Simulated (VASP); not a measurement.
## Os: single point with LDA

Crystal: Os.

```
Os
1.0
     2.71752    0.00000    0.00000
    -1.35876    2.35345    0.00000
     0.00000    0.00000    4.28446
Os
2
Direct
  0.33333 0.66667 0.25000
  0.66667 0.33333 0.75000
```

```json
{
 "Program": "VASP 6.6.1",
 "Task": "single point",
 "Functional": "LDA",
 "Potentials or basis": "VASP PAW LDA potentials, release 64 (Os)",
 "Cutoff": "520 eV",
 "k mesh": "13 × 13 × 8",
 "Occupations": "methfessel-paxton, width 1 eV",
 "Spin": "no spin polarisation"
}
```

The pressure is 0.4 GPa and the band gap on the k mesh is zero (bands 8 and 9 overlap by 3.94 eV).

Stress tensor (GPa, compression positive):
```
0.21 0.00 0.00
0.00 0.21 0.00
0.00 0.00 0.66
```

Levels at points of the mesh, in eV from the Fermi level:
```csv
k point,band 6,band 7,band 8,band 9,band 10,band 11
"(0.00, 0.00, 0.00)",-2.32,-2.32,-1.67,-1.67,0.15,1.70
"(0.00, 0.00, 0.50)",-3.40,-3.40,-3.40,0.89,0.89,0.89
```

Wall time 18 s on 1 thread of Intel(R) Xeon(R) Platinum 8488C (Sapphire Rapids), with other jobs on the host, peak memory 0.15 GiB.

Caveat: so wide a smearing shifts energies and pressures; spin-orbit coupling is left out, which moves the levels of the heavy elements.
